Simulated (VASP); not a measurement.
HCl, 12 atoms in the cell. The cell holds an amorphous packing of atoms, 12 atoms: a = 6.739 Å, b = 6.739 Å, c = 6.739 Å, α = 90.00°, β = 90.00°, γ = 90.00°. 

| Item | Value |
| --- | --- |
| Program | VASP 6.6.1 |
| Task | single point |
| Functional | PBE |
| Potentials or basis | VASP PAW PBE potentials, release 64 (Cl, H) |
| Cutoff | 520 eV |
| k mesh | 1 × 1 × 1 |
| Occupations | fermi-dirac, width 0.02 eV |
| Spin | no spin polarisation |
| Dipole correction | no |
| Further INCAR settings | ALGO = Normal; EDIFF = 1e-06; NBANDS = 36 |

Potentials or basis: VASP PAW PBE potentials, release 64 (Cl, H).

Launch:

```bash
$ cat potpaw_PBE.64/Cl/POTCAR potpaw_PBE.64/H/POTCAR > POTCAR
$ mpirun -np 1 vasp_gam > vasp.out
```

Hardware: 1 thread of Intel(R) Xeon(R) 6975P-C (Granite Rapids), on a shared host.

Task: Estimate the wall time of this run.

Result: It took 10 s on 1 thread of Intel(R) Xeon(R) 6975P-C (Granite Rapids), on a shared host, peak memory 0.31 GiB. Counts: scf iterations 14, k points 1.
